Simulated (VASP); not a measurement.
# AlAs (r.bp) (F-43m) in VASP: single point with PBEsol

Aim: the single point of AlAs (r.bp) with PBEsol.

All numbers are computed with VASP 6.6.1; they aren't measurements. Logs are shortened: lines on timing, memory, paths and dates and some standing lists are left out, and cuts for length are marked.

### Step 1. The cell of the first run

It takes space group F-43m (No. 216, cubic). The conventional cell has a = 5.663 Å, b = 5.663 Å, c = 5.663 Å, α = 90.00°, β = 90.00°, γ = 90.00°. Within 3.2 Å of Al (site symmetry -43m) lie 4 As at 2.45 Å. Within 3.2 Å of As (site symmetry -43m) lie 4 Al at 2.45 Å.

### Step 2. Single point, PBEsol

INCAR

```
SYSTEM = AlAs
  ALGO = Normal
  EDIFF = 1E-6
  ENCUT = 500
  GGA = PS
  GGA_COMPAT = .False.
  ISIF = 2
  ISMEAR = 0
  LASPH = .True.
  LCHARG = .False.
  LREAL = .False.
  LWAVE = .False.
  NBANDS = 11
  NELM = 120
  PREC = Accurate
  SIGMA = 0.02
```

KPOINTS

```
k-points
0
Gamma
  8 8 8
  0 0 0
```

POSCAR

```
AlAs
1.0
    0.0000000000      2.8315299536      2.8315299536
    2.8315299536      0.0000000000      2.8315299536
    2.8315299536      2.8315299536      0.0000000000
Al As
1 1
Direct
    0.0000000000      0.0000000000      0.0000000000
    0.2500000000      0.2500000000      0.2500000000
```

Potentials or basis: VASP PAW PBE potentials, release 64 (Al, As).

On the command line:

```bash
$ cat potpaw_PBE.64/Al/POTCAR potpaw_PBE.64/As/POTCAR > POTCAR
$ mpirun -np 1 vasp_std > vasp.out
```

OUTCAR:

```text
SYSTEM = AlAs
   EDIFF = 1E-6
   ENCUT = 500
   GGA = PS
   ISIF = 2
   ISMEAR = 0
   LASPH = .True.
   LREAL = .False.
   NELM = 120
   PREC = Accurate

 ion  position               nearest neighbor table
   1  0.000  0.000  0.000-   2 2.45   2 2.45   2 2.45   2 2.45
   2  0.250  0.250  0.250-   1 2.45   1 2.45   1 2.45   1 2.45

  LATTYP: Found a face centered cubic cell.
 ALAT       =     5.6630599072

  Lattice vectors:

 A1 = (   0.0000000000,   2.8315299536,   2.8315299536)
 A2 = (   2.8315299536,   0.0000000000,   2.8315299536)
 A3 = (   2.8315299536,   2.8315299536,   0.0000000000)

Analysis of symmetry for initial positions (statically):
=====================================================================
 Subroutine PRICEL returns:
 Original cell was already a primitive cell.

 Routine SETGRP: Setting up the symmetry group for a
 face centered cubic supercell.

 Subroutine GETGRP returns: Found 24 space group operations
 (whereof 24 operations were pure point group operations)
 out of a pool of 48 trial point group operations.

The static configuration has the point symmetry T_d .

Analysis of symmetry for dynamics (positions and initial velocities):
=====================================================================
 Subroutine PRICEL returns:
 Original cell was already a primitive cell.

 Routine SETGRP: Setting up the symmetry group for a
 face centered cubic supercell.

 Subroutine GETGRP returns: Found 24 space group operations
 (whereof 24 operations were pure point group operations)
 out of a pool of 48 trial point group operations.

The dynamic configuration has the point symmetry T_d .

 Subroutine INISYM returns: Found 24 space group operations
 (whereof 24 operations are pure point group operations),
 and found     1 'primitive' translations

----------------------------------------------------------------------------------------

                                     Primitive cell

  volume of cell :      45.4039

  direct lattice vectors                    reciprocal lattice vectors
     0.000000000  2.831529954  2.831529954    -0.176582981  0.176582981  0.176582981
     2.831529954  0.000000000  2.831529954     0.176582981 -0.176582981  0.176582981
     2.831529954  2.831529954  0.000000000     0.176582981  0.176582981 -0.176582981

  length of vectors
     4.004388063  4.004388063  4.004388063     0.305850695  0.305850695  0.305850695

  position of ions in fractional coordinates (direct lattice)
     0.000000000  0.000000000  0.000000000
     0.250000000  0.250000000  0.250000000

  ion indices of the primitive-cell ions
   primitive index   ion index
                 1           1
                 2           2

----------------------------------------------------------------------------------------

 KPOINTS: k-points

Automatic generation of k-mesh.
 Grid dimensions read from file:
 generate k-points for:    8    8    8

 Generating k-lattice:

  Cartesian coordinates                     Fractional coordinates (reciprocal lattice)
    -0.022072873  0.022072873  0.022072873     0.125000000  0.000000000  0.000000000
     0.022072873 -0.022072873  0.022072873     0.000000000  0.125000000  0.000000000
     0.022072873  0.022072873 -0.022072873     0.000000000  0.000000000  0.125000000

  Length of vectors
     0.038231337  0.038231337  0.038231337

  Shift w.r.t. Gamma in fractional coordinates (k-lattice)
     0.000000000  0.000000000  0.000000000

 Subroutine IBZKPT returns following result:
 ===========================================

 Found     29 irreducible k-points:

 Following reciprocal coordinates:
            Coordinates               Weight
  0.000000  0.000000  0.000000      1.000000
  0.125000  0.000000  0.000000      8.000000
  0.250000  0.000000  0.000000      8.000000
  0.375000  0.000000  0.000000      8.000000
  0.500000  0.000000  0.000000      4.000000
  0.125000  0.125000  0.000000      6.000000
[... 16 lines left out ...]
  0.500000  0.250000  0.125000     48.000000
 -0.375000  0.250000  0.125000     24.000000
 [... further k-points ...]
   k-points           NKPTS =     29   k-points in BZ     NKDIM =     29   number of bands    NBANDS=     11
   number of dos      NEDOS =    301   number of ions     NIONS =      2
   total plane-waves  NPLWV =  27000
   dimension x,y,z NGX =    30 NGY =   30 NGZ =   30
   dimension x,y,z NGXF=    60 NGYF=   60 NGZF=   60
   ions per type =               1   1
   NGX,Y,Z   is equivalent  to a cutoff of  12.45, 12.45, 12.45 a.u.
   NGXF,Y,Z  is equivalent  to a cutoff of  24.91, 24.91, 24.91 a.u.
 SYSTEM =  AlAs
   PREC   = accura    normal or accurate (medium, high low for compatibility)
   ISTART =      0    job   : 0-new  1-cont  2-samecut
   ICHARG =      2    charge: 1-file 2-atom 10-const
   ISPIN  =      1    spin polarized calculation?
   LNONCOLLINEAR =      F non collinear calculations
   LSORBIT =      F    spin-orbit coupling
   LASPH  =      T    aspherical Exc in radial PAW
   ENCUT  =  500.0 eV  36.75 Ry    6.06 a.u.   7.30  7.30  7.30*2*pi/ulx,y,z
   NELM   =    120;   NELMIN=  2; NELMDL= -5     # of ELM steps
   EDIFF  = 0.1E-05   stopping-criterion for ELM
   LREAL  =      F    real-space projection
   EDIFFG = 0.1E-04   stopping-criterion for IOM
   NSW    =      0    number of steps for IOM
   IBRION =     -1    ionic relax: 0-MD 1-quasi-New 2-CG
   NFREE  =      0    steps in history (QN), initial steepest desc. (CG)
   ISIF   =      2    stress and relaxation
   ISYM   =      2    0-nonsym 1-usesym 2-fastsym
   POTIM  = 0.5000    time-step for ionic-motion
   TEBEG  =    0.0;   TEEND  =   0.0 temperature during run
   PSTRESS=    0.0 pullay stress
   NELECT =       8.0000    total number of electrons
   NUPDOWN=      -1.0000    fix difference up-down
   EMIN   =  10.00;   EMAX   =-10.00  energy-range for DOS
   EFERMI =   0.00;   METHOD = LEGACY
   ISMEAR =     0;   SIGMA  =   0.02  broadening in eV -4-tet -1-fermi 0-gaus
   EFERMI_NEDOS =   21; number of points for ismear=-14 and -15
   IALGO  =     38    algorithm
   IMIX   =      4    mixing-type and parameters
     AMIX     =   0.40;   BMIX     =  1.00
     AMIX_MAG =   1.60;   BMIX_MAG =  1.00
  volume/ion in A,a.u.               =      22.70       153.20
  Fermi-wavevector in a.u.,A,eV,Ry     =   0.917784  1.734360 11.460553  0.842327
  Thomas-Fermi vector in A             =   2.042792
   LORBIT       =      0    0 simple, 1 ext, 2 COOP (PROOUT), +10 PAW based schemes
   GGA     = PS    functional components
   LHFCALC =     F    Hartree Fock is set to
   AEXX    =    0.0000 exact exchange contribution
   IVDW    =     0    specifies the selected vdW correction
   LEPSILON=     F    determine dielectric tensor
   LRPA    =     F    only Hartree local field effects (RPA)
 non-spin polarized calculation
 Gauss-broadening in eV      SIGMA  =   0.02
  energy-cutoff  :      500.00
  volume of cell :       45.40
 maximum number of plane-waves:      1174
 NGX is ok and might be reduce to    30
   NGX = 15   NGY = 15   NGZ = 15

 number of electron       8.0000000 magnetization

 Free energy of the ion-electron system (eV)
  ---------------------------------------------------
  ext. energy  EPLUGINS =         0.00000000
  ---------------------------------------------------
  free energy    TOTEN  =       -10.06380596 eV

  energy without entropy =      -10.06380596  energy(sigma->0) =      -10.06380596

 E-fermi :   3.8898     XC(G=0):  -9.1910

 val. band max:        3.7919711425   @ k =   0.0000   0.0000   0.0000
 cond. band min:       5.1129368314   @ k =   0.5000   0.5000   0.0000
 fundamental gap:      1.3209656888
 Fermi energy:         3.8897878205

 k-point     1 :       0.0000    0.0000    0.0000
  band No.  band energies     occupation
      1      -8.0884      2.00000
      2       3.7920      2.00000
      3       3.7920      2.00000
      4       3.7920      2.00000
      5       5.7625      0.00000
      6       8.0529      0.00000
      7       8.0529      0.00000
      8       8.0529      0.00000
      9      12.4963      0.00000
     10      12.7800      0.00000
     11      12.7800      0.00000

 k-point     2 :       0.1250    0.0000    0.0000
  band No.  band energies     occupation
      1      -7.9351      2.00000
      2       2.3483      2.00000
      3       3.6304      2.00000
      4       3.6304      2.00000
      5       6.5241      0.00000
      6       8.3351      0.00000
      7       8.3351      0.00000
      8       8.4409      0.00000
      9      12.1515      0.00000
     10      12.1515      0.00000
     11      13.2254      0.00000

 k-point     3 :       0.2500    0.0000    0.0000
  band No.  band energies     occupation
      1      -7.5097      2.00000
      2       0.3843      2.00000
      3       3.3124      2.00000
      4       3.3124      2.00000
      5       6.3456      0.00000
      6       8.6696      0.00000
      7       8.6696      0.00000
      8      10.1649      0.00000
      9      12.0422      0.00000
     10      12.0422      0.00000
     11      13.0189      0.00000

 k-point     4 :       0.3750    0.0000    0.0000
  band No.  band energies     occupation
      1      -6.9586      2.00000
      2      -1.1680      2.00000
      3       3.0589      2.00000
      4       3.0589      2.00000
      5       5.9989      0.00000
      6       8.5430      0.00000
      7       8.5430      0.00000
      8      11.3559      0.00000
      9      13.3471      0.00000
     10      13.3471      0.00000
     11      13.4040      0.00000
[... 239 lines left out ...]
 k-point    22 :       0.3750    0.2500    0.1250
  band No.  band energies     occupation
      1      -7.1538      2.00000
      2       0.0121      2.00000
      3       1.8203      2.00000
      4       2.8105      2.00000
      5       7.3210      0.00000
      6       8.0200      0.00000
      7       9.0145      0.00000
      8      10.2826      0.00000
      9      11.9062      0.00000
     10      14.1629      0.00000
     11      15.7308      0.00000

 k-point    23 :       0.5000    0.2500    0.1250
  band No.  band energies     occupation
      1      -6.6578      2.00000
      2      -1.0036      2.00000
      3       1.2299      2.00000
      4       2.4243      2.00000
      5       7.4067      0.00000
      6       8.1847      0.00000
      7       9.5144      0.00000
      8      10.6086      0.00000
      9      13.0668      0.00000
     10      14.2706      0.00000
     11      15.8516      0.00000

 k-point    24 :      -0.3750    0.2500    0.1250
  band No.  band energies     occupation
      1      -6.4011      2.00000
      2      -1.4862      2.00000
      3       1.0783      2.00000
      4       2.2391      2.00000
      5       7.4004      0.00000
      6       7.9552      0.00000
      7      10.4307      0.00000
      8      11.3616      0.00000
      9      12.0844      0.00000
     10      14.7056      0.00000
     11      15.9831      0.00000

 [... further k-points ...]

------------------------ aborting loop because EDIFF is reached ----------------------------------------

  FORCE on cell =-STRESS in cart. coord.  units (eV):
  Direction    XX          YY          ZZ          XY          YZ          ZX
  --------------------------------------------------------------------------------------
  -------------------------------------------------------------------------------------
  Total        0.2061546      0.2061546      0.2061546     -0.0000000     -0.0000000     -0.0000000
  in kB        7.2746165      7.2746165      7.2746165     -0.0000000     -0.0000000     -0.0000000
  external PRESSURE =       7.2746165 kB  Pullay stress =       0.0000000 kB

 VOLUME and BASIS-vectors are now :
 -----------------------------------------------------------------------------
  energy-cutoff  :      500.00
  volume of cell :       45.40
      direct lattice vectors                 reciprocal lattice vectors
     0.000000000  2.831529954  2.831529954    -0.176582981  0.176582981  0.176582981
     2.831529954  0.000000000  2.831529954     0.176582981 -0.176582981  0.176582981
     2.831529954  2.831529954  0.000000000     0.176582981  0.176582981 -0.176582981

 POSITION                                       TOTAL-FORCE (eV/Angst)
 -----------------------------------------------------------------------------------
      0.00000      0.00000      0.00000         0.000000     -0.000000     -0.000000
      1.41576      1.41576      1.41576        -0.000000      0.000000      0.000000
 -----------------------------------------------------------------------------------
    total drift:                                0.000000      0.000000      0.000000

  FREE ENERGIE OF THE ION-ELECTRON SYSTEM (eV)
  ---------------------------------------------------
  free  energy   TOTEN  =       -10.0638059552 eV

  energy  without entropy=      -10.0638059552  energy(sigma->0) =      -10.06380596
```

Wall time 18 s (1 thread of AMD EPYC 7R13, shared host); peak memory 0.14 GiB.

What came out:

```
Free energy            : -10.0638 eV
Pressure               : 0.7 GPa
Band gap on the k mesh : 1.32 eV, indirect (least direct gap 1.97 eV)
```

Caveat: the PAW data sets were made with another functional, which shifts forces and pressure a little.
